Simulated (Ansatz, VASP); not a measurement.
This is a calculation of BaTe for Ansatz 0.2.0.

The input input.yaml:

```yaml
crystal:
  lattice:
    - [0.0, 3.4325834396, 3.4325834396]
    - [3.4325834396, 0.0, 3.4325834396]
    - [3.4325834396, 3.4325834396, 0.0]
  atoms:
    - { symbol: Ba, position: [0.0, 0.0, 0.0] }
    - { symbol: Te, position: [0.5, 0.5, 0.5] }
kpoints:
  mp_grid: { grid: [7, 7, 7] }
scf:
  occupations: { method: fermi_dirac, width: 0.05 }
hamiltonian:
  xc: pbesol
  pseudopotentials: { kind: all_electron, lapw: { basis_error: 0.001 } }
output:
  forces: true
  stress: true
  eigenvalues: true
```

Potentials or basis: all-electron LAPW, scalar-relativistic.

Launch:

```sh
$ ansatz run input.yaml --threads 1 --pin off --max-ram 3072MiB --backend cpu --events-out ev --progress --plain --runs-dir out
```

Translate it to VASP 6.6.1. Potentials there: VASP PAW PBE potentials, release 64 (Ba_sv, Te).

As run (the cutoff follows the program's own potentials):

INCAR

```
PREC = Accurate ; ENCUT = 520
EDIFF = 1E-6 ; ISMEAR = -1
SIGMA = 0.05 ; LREAL = False
LASPH = True ; NELM = 60
ALGO = Normal ; ISIF = 2
LWAVE = False ; LCHARG = True
GGA = PS ; LELF = True
LVHAR = True ; NBANDS = 15
```

File KPOINTS:

```
regular mesh
0
Gamma
  7 7 7
```

Contents of POSCAR:

```
BaTe
1.0
    0.0000000000      3.4325834396      3.4325834396
    3.4325834396      0.0000000000      3.4325834396
    3.4325834396      3.4325834396      0.0000000000
Ba Te
1 1
Direct
    0.0000000000      0.0000000000      0.0000000000
    0.5000000000      0.5000000000      0.5000000000
```

Potentials or basis: VASP PAW PBE potentials, release 64 (Ba_sv, Te).

Run with:

```console
$ cat potpaw_PBE.64/Ba_sv/POTCAR potpaw_PBE.64/Te/POTCAR > POTCAR
$ mpirun -np 1 vasp_std > vasp.out
```

Both were run:

|  | VASP | Ansatz | Ansatz less VASP |
| --- | --- | --- | --- |
| gap on the k mesh at the Fermi level (eV) | 1.34 | 1.44 | +0.096 |
| least direct gap on the mesh (eV) | 1.73 | 1.79 | +0.059 |
| pressure (GPa) | 1.6 | 1.2 | -0.43 |

VASP's potentials were made for PBE, not for PBEsol. Ansatz ran all-electron here, and VASP with PAW potentials.

Spin-orbit coupling is off throughout.
